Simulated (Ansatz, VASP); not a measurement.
**Ca: VASP beside Ansatz**

```
Ca
1.0
     0.00000    2.62944    3.15533
     2.62944    0.00000    3.15533
     2.62944    2.62944    0.00000
Ca
1
Direct
  0.00000 0.00000 0.00000
```

Alike in both runs: task single point; functional LDA; k mesh 16 × 16 × 16; occupations gaussian, width 0.15 eV; no spin polarisation.

|  | VASP | Ansatz |
| --- | --- | --- |
| version | VASP 6.6.1 | Ansatz 0.2.0 |
| potentials or method | VASP PAW LDA potentials, release 64 (Ca_sv), cutoff 520 eV | scalar-relativistic, plane waves, PAW |
| valence electrons in the cell | 10 | 10 |

|  | VASP | Ansatz | Ansatz less VASP |
| --- | --- | --- | --- |
| gap on the k mesh at the Fermi level (eV) | none | none | - |
| pressure (GPa) | -2.1 | -2.1 | +0.01 |
| traceless stress, the component that is largest in VASP (GPa) | -1.62 | -1.62 | -0.001 |

LDA's correlation is that of Perdew and Zunger in VASP and of Perdew and Wang (1992) in Ansatz. A gap of «none» marks a metal or a gap that the smearing closes.
